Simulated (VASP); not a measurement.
# Ti12PO23 (a cell with a defect) (Rutile) in VASP: notebook, part 2 of 2

VASP 6.6.1.

**3. Single point, PBE**

The input, INCAR:

```
PREC     = Accurate       # precision mode
ENCUT    = 520            # plane-wave cutoff, eV
EDIFF    = 1E-7           # SCF threshold, eV
ISMEAR   = -1             # smearing method
SIGMA    = 0.01           # smearing width, eV
LREAL    = Auto         
LASPH    = True           # aspherical terms in the spheres
NELM     = 100            # most SCF steps
ALGO     = Normal         # electronic algorithm
ISIF     = 2              # what is computed and relaxed
LWAVE    = False          # write WAVECAR
LCHARG   = False          # write CHGCAR
GGA      = PE             # functional
NELECT   = 288.0        
NBANDS   = 168            # bands
```

The input, KPOINTS:

```
regular mesh
0
Gamma
  3 3 2
```

The input, POSCAR:

```
Ti12PO23
1.0
    4.5922000000      4.5922000000      0.0000000000
   -4.5922000000      4.5922000000      0.0000000000
    0.0000000000      0.0000000000      8.8722000000
Ti P O
12 1 23
Direct
   -0.0403163637      0.0000000000      0.0000000000
    0.0109860172      0.0000000000      0.3341233087
    0.0109860172      0.0000000000      0.6658766913
    0.5001461182      0.5000000000      0.0000000000
    0.4995973362      0.5000000000      0.3336511236
    0.4995973362      0.5000000000      0.6663488764
    0.5305820091      0.0000000000      0.1803512368
    0.4961312239      0.0000000000      0.5000000000
    0.5305820091      0.0000000000      0.8196487632
   -0.0052862267      0.5000000000      0.1682891607
    0.0038732138      0.5000000000      0.5000000000
   -0.0052862267      0.5000000000      0.8317108393
    0.2871105977      0.0000000000      0.0000000000
    0.3050552271      0.0000000000      0.3315100647
    0.3050552271      0.0000000000      0.6684899353
    0.8053723111      0.5000000000      0.0000000000
    0.8064350180      0.5000000000      0.3405344673
    0.8064350180      0.5000000000      0.6594655327
    0.5142567746      0.3069505323      0.1688884001
    0.4940126094      0.3047769493      0.5000000000
    0.5142567746      0.3069505323      0.8311115999
   -0.0236309547      0.8019558470      0.1718060152
    0.0122638341      0.8025279110      0.5000000000
   -0.0236309547      0.8019558470      0.8281939848
    0.6754889811      0.0000000000      0.0000000000
    0.7045951232      0.0000000000      0.3522145211
    0.7045951232      0.0000000000      0.6477854789
    0.1981201876      0.5000000000      0.0000000000
    0.1975442777      0.5000000000      0.3271875433
    0.1975442777      0.5000000000      0.6728124567
    0.5142567746      0.6930494677      0.1688884001
    0.4940126094      0.6952230507      0.5000000000
    0.5142567746      0.6930494677      0.8311115999
   -0.0236309547      0.1980441530      0.1718060152
    0.0122638341      0.1974720890      0.5000000000
   -0.0236309547      0.1980441530      0.8281939848
```

Potentials or basis: VASP PAW PBE potentials, release 64 (Ti_sv, P, O).

Started as:

```sh
cat potpaw_PBE.64/Ti_sv/POTCAR potpaw_PBE.64/P/POTCAR potpaw_PBE.64/O/POTCAR > POTCAR
mpirun -np 1 vasp_std > vasp.out
```

OUTCAR:

```text
PREC = Accurate
   ENCUT = 520
   EDIFF = 1E-7
   ISMEAR = -1
   LREAL = Auto
   LASPH = True
   NELM = 100
   ISIF = 2
   GGA = PE
   NELECT = 288.0

 ion  position               nearest neighbor table
   1  0.960  0.000  0.000-  25 1.85  24 2.00  22 2.00  34 2.00  36 2.00  13 2.13
   2  0.011  0.000  0.334-  14 1.91  22 1.94  34 1.94  23 1.95  35 1.95  26 2.00
   3  0.011  0.000  0.666-  15 1.91  24 1.94  36 1.94  35 1.95  23 1.95  27 2.00
   4  0.500  0.500  0.000-  19 1.96  21 1.96  31 1.96  33 1.96  28 1.96  16 1.98
   5  0.500  0.500  0.334-  19 1.93  31 1.93  20 1.95  32 1.95  29 1.96  17 1.99
   6  0.500  0.500  0.666-  21 1.93  33 1.93  32 1.95  20 1.95  30 1.96  18 1.99
   7  0.531  0.000  0.180-  25 1.86  26 1.90  14 1.99  19 2.00  31 2.00  13 2.25   8 2.84
   8  0.496  0.000  0.500-  26 1.88  27 1.88  14 1.94  15 1.94  20 1.98  32 1.98   7 2.84   9 2.84

   9  0.531  0.000  0.820-  25 1.86  27 1.90  15 1.99  21 2.00  33 2.00  13 2.25   8 2.84
  10  0.995  0.500  0.168-  29 1.93  16 1.93  17 1.96  22 1.96  34 1.96  28 1.99
  11  0.004  0.500  0.500-  17 1.91  18 1.91  23 1.97  35 1.97  30 1.98  29 1.98
  12  0.995  0.500  0.832-  30 1.93  16 1.93  18 1.96  24 1.96  36 1.96  28 1.99
  13  0.287  0.000  0.000-   1 2.13   7 2.25   9 2.25
  14  0.305  0.000  0.332-   2 1.91   8 1.94   7 1.99
  15  0.305  0.000  0.668-   3 1.91   8 1.94   9 1.99
  16  0.805  0.500  0.000-  10 1.93  12 1.93   4 1.98
  17  0.806  0.500  0.341-  11 1.91  10 1.96   5 1.99
  18  0.806  0.500  0.659-  11 1.91  12 1.96   6 1.99
[... 16 lines left out ...]
  35  0.012  0.197  0.500-   2 1.95   3 1.95  11 1.97
  36  0.976  0.198  0.828-   3 1.94  12 1.96   1 2.00

  LATTYP: Found a simple tetragonal cell.
 ALAT       =     6.4943515211
 C/A-ratio  =     1.3661410183

  Lattice vectors:

 A1 = (   4.5922000000,   4.5922000000,   0.0000000000)
 A2 = (  -4.5922000000,   4.5922000000,   0.0000000000)
 A3 = (   0.0000000000,   0.0000000000,   8.8722000000)

Analysis of symmetry for initial positions (statically):
=====================================================================
 Subroutine PRICEL returns:
 Original cell was already a primitive cell.

 Routine SETGRP: Setting up the symmetry group for a
[... 196 lines left out ...]
   GGA     = PE    functional components
   LHFCALC =     F    Hartree Fock is set to
   AEXX    =    0.0000 exact exchange contribution
   IVDW    =     0    specifies the selected vdW correction
   LEPSILON=     F    determine dielectric tensor
   LRPA    =     F    only Hartree local field effects (RPA)
 non-spin polarized calculation
  energy-cutoff  :      520.00
  volume of cell :      374.20
 maximum number of plane-waves:     10086
   NGX = 25   NGY = 25   NGZ = 33

 number of electron     288.0000019 magnetization

 Free energy of the ion-electron system (eV)
  ---------------------------------------------------
  ext. energy  EPLUGINS =         0.00000000
  ---------------------------------------------------
  free energy    TOTEN  =      -307.15490049 eV

  energy without entropy =     -307.15490049  energy(sigma->0) =     -307.15490049

 E-fermi :   6.9108     XC(G=0): -11.5439

 val. band max:        6.7011276506   @ k =   0.3333   0.0000   0.0000
 cond. band min:       7.1219771935   @ k =   0.0000   0.0000   0.0000
 fundamental gap:      0.4208495429
 Fermi energy:         6.9108227376

 k-point     1 :       0.0000    0.0000    0.0000
  band No.  band energies     occupation
      1     -51.7872      2.00000
      2     -51.6477      2.00000
      3     -51.6249      2.00000
      4     -51.5943      2.00000
      5     -51.5381      2.00000
      6     -51.5282      2.00000
[... 1261 lines left out ...]
    155       8.0802      0.00000
    156       8.0810      0.00000
 [bands above 156 left out]

------------------------ aborting loop because EDIFF is reached ----------------------------------------

  FORCE on cell =-STRESS in cart. coord.  units (eV):
  Direction    XX          YY          ZZ          XY          YZ          ZX
  --------------------------------------------------------------------------------------
  -------------------------------------------------------------------------------------
  Total       44.5777008     44.5777008     45.7189199     13.9327408      0.0000000      0.0000000
  in kB      190.8645798    190.8645798    195.7508412     59.6546403      0.0000000      0.0000000
  external PRESSURE =     192.4933336 kB  Pullay stress =       0.0000000 kB

 VOLUME and BASIS-vectors are now :
 -----------------------------------------------------------------------------
  energy-cutoff  :      520.00
  volume of cell :      374.20
      direct lattice vectors                 reciprocal lattice vectors
     4.592200000  4.592200000  0.000000000     0.108880275  0.108880275  0.000000000
    -4.592200000  4.592200000  0.000000000    -0.108880275  0.108880275  0.000000000
     0.000000000  0.000000000  8.872200000     0.000000000  0.000000000  0.112711616

 POSITION                                       TOTAL-FORCE (eV/Angst)
 -----------------------------------------------------------------------------------
      4.40706      4.40706      0.00000         0.048533      0.048533      0.000000
      0.05045      0.05045      2.96441        -0.015543     -0.015543      0.016056
      0.05045      0.05045      5.90779        -0.015543     -0.015543     -0.016056
      0.00067      4.59287      0.00000        -0.000589     -0.000589      0.000000
     -0.00185      4.59035      2.96022         0.000616      0.000616      0.009292
     -0.00185      4.59035      5.91198         0.000616      0.000616     -0.009292
[... 28 lines left out ...]
     -0.85051      0.96315      4.43610        -0.008973      0.016533      0.000000
      3.57422      5.39314      7.34790        -0.014052      0.002341      0.016029
 -----------------------------------------------------------------------------------
    total drift:                               -0.033445     -0.033445      0.000008

  FREE ENERGIE OF THE ION-ELECTRON SYSTEM (eV)
  ---------------------------------------------------
  free  energy   TOTEN  =      -307.1549004945 eV

  energy  without entropy=     -307.1549004945  energy(sigma->0) =     -307.15490049
```

stdout:

```text
POSCAR found type information on POSCAR TiP O
 POSCAR found :  3 types and      36 ions
 scaLAPACK will be used
 LDA part: xc-table for (Slater+PW92), standard interpolation
 POSCAR, INCAR and KPOINTS ok, starting setup
 FFT: planning ... GRIDC
 FFT: planning ... GRID_SOFT
 FFT: planning ... GRID
 WAVECAR not read
 entering main loop
 the old and the new charge density differ
 old charge density:   287.00000 new  288.00000
    0.781E+01
```

Run time: 15 min. Hardware: 1 thread of Intel Xeon Platinum 8488C (Sapphire Rapids), shared host; peak memory 0.58 GiB.

What came out:

```
Free energy   : -307.1549 eV
Largest force : 0.069 eV/Å
```

Forces in eV/Å, atoms in the order of the input:
```
Ti   0.049  0.049  0.000
Ti  -0.016 -0.016  0.016
Ti  -0.016 -0.016 -0.016
Ti  -0.001 -0.001  0.000
Ti   0.001  0.001  0.009
Ti   0.001  0.001 -0.009
Ti  -0.031 -0.031 -0.025
Ti  -0.021 -0.021  0.000
Ti  -0.031 -0.031  0.025
Ti   0.003  0.003  0.008
Ti   0.013  0.013  0.000
Ti   0.003  0.003 -0.008
P    0.006  0.006  0.000
O   -0.001 -0.001 -0.014
O   -0.001 -0.001  0.014
O   -0.020 -0.020  0.000
O   -0.019 -0.019 -0.005
O   -0.019 -0.019  0.005
O    0.034 -0.030 -0.011
O    0.019 -0.025  0.000
O    0.034 -0.030  0.011
O    0.002 -0.014 -0.016
O    0.017 -0.009  0.000
O    0.002 -0.014  0.016
O    0.000  0.000  0.000
O    0.037  0.037  0.012
O    0.037  0.037 -0.012
O    0.008  0.008  0.000
O    0.015  0.015  0.002
O    0.015  0.015 -0.002
O   -0.030  0.034 -0.011
O   -0.025  0.019  0.000
O   -0.030  0.034  0.011
O   -0.014  0.002 -0.016
O   -0.009  0.017  0.000
O   -0.014  0.002  0.016
```

Caveat: the cell carries a net charge on a neutralising background, which shifts energy and pressure; the cell is charged against a uniform background, so pressure and absolute levels hang on convention.
